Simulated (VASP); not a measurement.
# PbS: relaxation of cell and atoms with RPBE+D3(BJ)

The system is PbS.

```
Pb S
1.0
     3.65366    0.00000    0.00000
     0.00000    3.65366    0.00000
     0.00000    0.00000    3.65366
Pb S
1 1
Direct
  0.00000 0.00000 0.00000
  0.50000 0.50000 0.50000
```

```json
{
  "Program": "VASP 6.6.1",
  "Task": "relaxation of cell and atoms",
  "Functional": "RPBE",
  "Dispersion": "D3(BJ)",
  "Potentials or basis": "VASP PAW PBE potentials, release 64 (Pb_d, S)",
  "Cutoff": "600 eV",
  "k mesh": "7 × 7 × 7",
  "Occupations": "fermi-dirac, width 0.05 eV",
  "Spin": "no spin polarisation",
  "Dipole correction": "no",
  "Further INCAR settings": "ALGO = Normal; EDIFF = 1e-07; IBRION = 2; EDIFFG = -0.01; NSW = 60; ISIF = 3"
}
```

The relaxed volume is 18.64 Å³/atom and the relaxed cell is a = 3.341 Å, b = 3.341 Å, c = 3.341 Å, α = 90.00°, β = 90.00°, γ = 90.00°. The space group after relaxing (to 0.05 Å) is Pm-3m (No. 221) and the energy gained by relaxing is 398.3 meV/atom. The ionic steps are 14 and the pressure after relaxing is 0.0 GPa. The band gap on the k mesh is zero (band 10 reaches 10.01 eV, above the bottom of band 11 at 9.05 eV). The dispersion energy per atom is -2.597 eV.

The path:
```csv
step,energy change (eV),largest force (eV/Å),pressure (GPa),volume (Å³)
1,0.0000,0.0000,-16.59,48.77
2,-0.5808,0.0000,17.30,33.03
3,-0.7965,0.0000,0.19,37.21
4,-0.7963,0.0000,-0.50,37.42
5,-0.7964,0.0000,-0.48,37.42
6,-0.7964,0.0000,-0.41,37.40
7,-0.7964,0.0000,-0.41,37.39
8,-0.7964,0.0000,-0.41,37.39
9,-0.7964,0.0000,-0.40,37.39
10,-0.7964,0.0000,-0.39,37.39
11,-0.7964,0.0000,-0.37,37.38
12,-0.7965,0.0000,-0.32,37.37
13,-0.7965,0.0000,-0.23,37.34
14,-0.7966,0.0000,-0.04,37.28
```

Final structure:
```cif
data_structure
_symmetry_space_group_name_H-M 'P 1'
_symmetry_Int_Tables_number 1
_cell_length_a 3.3406
_cell_length_b 3.3406
_cell_length_c 3.3406
_cell_angle_alpha 90.000
_cell_angle_beta 90.000
_cell_angle_gamma 90.000
_cell_volume 37.28
loop_
_atom_site_label
_atom_site_type_symbol
_atom_site_fract_x
_atom_site_fract_y
_atom_site_fract_z
_atom_site_occupancy
Pb1 Pb 0.00000 0.00000 0.00000 1
S1 S 0.50000 0.50000 0.50000 1
```

Levels at points of the mesh, in eV from the Fermi level:
```csv
k point,band 8,band 9,band 10,band 11,band 12,band 13
"(0.00, 0.00, 0.00)",-2.67,-2.67,-2.67,4.82,4.82,8.60
```

Wall time 52 s on 1 thread of Intel(R) Xeon(R) 6975P-C (Granite Rapids), with other jobs on the host, peak memory 0.19 GiB.

Caveat: the volume moved by over 15 % at a fixed basis, so the end points are rough; the PAW data sets were made with another functional, which shifts forces and pressure a little; spin-orbit coupling is left out, which moves the levels of the heavy elements; pairwise dispersion overbinds metals, which lowers pressure and volume.
